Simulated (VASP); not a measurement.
Wanted: the native input for a VASP 6.6.1 run.

```
Task                   : relaxation of shape and atoms at fixed volume
Functional             : PBE
Potentials or basis    : VASP PAW PBE potentials, release 64 (Ti_sv, Si)
Cutoff                 : 600 eV
k mesh                 : 10 × 10 × 10
Occupations            : gaussian, width 0.1 eV
Spin                   : no spin polarisation
Dipole correction      : no
Further INCAR settings : ALGO = Normal; EDIFF = 1e-06; IBRION = 2; EDIFFG = -0.01; NSW = 50; ISIF = 4
```

The structure of TiSi2 lies in POSCAR:

```
TiSi2
1.0
    0.0000000000      4.0431405447      4.2021491455
    2.3536712704      0.0000000000      4.2021491455
    2.3536712704      4.0431405447      0.0000000000
Ti Si
2 4
Direct
    0.7500000000      0.7500000000      0.7500000000
    0.5000000000      0.5000000000      0.5000000000
    0.0866725017      0.4133274983      0.0866725017
    0.4133274983      0.0866725017      0.4133274983
    0.1633274983      0.8366725017      0.1633274983
    0.8366725017      0.1633274983      0.8366725017
```

These files were run (other wordings do the same):

INCAR

```
ALGO = Normal ; EDIFF = 1E-6
EDIFFG = -0.01 ; ENCUT = 600
GGA = PE ; IBRION = 2
ISIF = 4 ; ISMEAR = 0
LASPH = True ; LCHARG = False
LREAL = False ; LWAVE = False
NELM = 100 ; NSW = 50
PREC = Accurate ; SIGMA = 0.1
```

KPOINTS

```
k-points
0
Gamma
  10 10 10
```

Potentials or basis: VASP PAW PBE potentials, release 64 (Ti_sv, Si).

Launch:

```console
$ cat potpaw_PBE.64/Ti_sv/POTCAR potpaw_PBE.64/Si/POTCAR > POTCAR
$ mpirun -np 1 vasp_std > vasp.out
```

It gave:

* Energy gained by relaxing: 0.2 meV/atom
* Ionic steps: 3
* Pressure after relaxing: 9.8 GPa
* Largest force after relaxing: 0.008 eV/Å
* Band gap on the k mesh: zero (bands 20 and 21 overlap by 1.95 eV)

Run time: 5.8 min on 1 thread of Intel(R) Xeon(R) 6975P-C (Granite Rapids) (shared host), peak memory 0.52 GiB.
